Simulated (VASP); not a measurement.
Write the native input for VASP 6.6.1 that does the following.

```
Task                   : single point
Functional             : PBE
Potentials or basis    : VASP PAW PBE potentials, release 64 (Ti_sv, Na_pv)
Cutoff                 : 520 eV
k mesh                 : 2 × 2 × 2
Occupations            : fermi-dirac, width 0.15 eV
Spin                   : no spin polarisation
Dipole correction      : no
Further INCAR settings : ALGO = Normal; EDIFF = 1e-06; NBANDS = 88
```

The structure of NaTi12 (a cell with a defect) lies in POSCAR:

```
NaTi12
1.0
    5.9000000000      0.0000000000      0.0000000000
   -4.4250000000      7.6643250000      0.0000000000
    0.0000000000      0.0000000000      4.6846000000
Ti Na
12 1
Direct
    0.0430846414      0.0456269795      0.1698117235
    0.4613628058      0.3260430632      0.3540537079
    0.3203723694      0.4125868880     -0.0600478162
    0.3681992066      0.5704351003      0.4851001153
   -0.3017351923      0.7039236984      0.1795457456
    0.2294391531      0.8301448595      0.5117405968
    0.4871417382     -0.0124211852      0.1751910515
    0.9132279520      0.3884621281      0.1821500235
    0.4295205726      0.1545472041     -0.1898988174
    0.8683214174      0.5239991780      0.6610382957
    0.2139450967      0.7139832927      0.0030098621
    0.6976867277      0.8251868234      0.7491781582
    0.8704140235      0.1598966641      0.6576655424
```

These files were run (other wordings do the same):

INCAR

```
PREC = Accurate
ENCUT = 520
EDIFF = 1E-6
ISMEAR = -1
SIGMA = 0.15
LREAL = False
LASPH = True
NELM = 60
ALGO = Normal
ISIF = 2
LWAVE = False
LCHARG = False
GGA = PE
NBANDS = 88
```

KPOINTS

```
regular mesh
0
Gamma
  2 2 2
```

Potentials or basis: VASP PAW PBE potentials, release 64 (Ti_sv, Na_pv).

Command:

```console
$ cat potpaw_PBE.64/Ti_sv/POTCAR potpaw_PBE.64/Na_pv/POTCAR > POTCAR
$ mpirun -np 1 vasp_std > vasp.out
```

Results of the run:

```yaml
Pressure: 14.6 GPa
Largest_force: 2.896 eV/Å
Band_gap_on_the_k_mesh: zero (an odd number of electrons rules out a gap without spin polarisation)
```

Caveat: the k points lie up to 0.67 Å⁻¹ apart, too coarse for converged energies and pressures of a metal; the atoms stand as in a frame of molecular dynamics.

Run time: 4.5 min on 1 thread of AMD EPYC 7R13 Processor (Zen 3), on a shared host, peak memory 0.36 GiB.
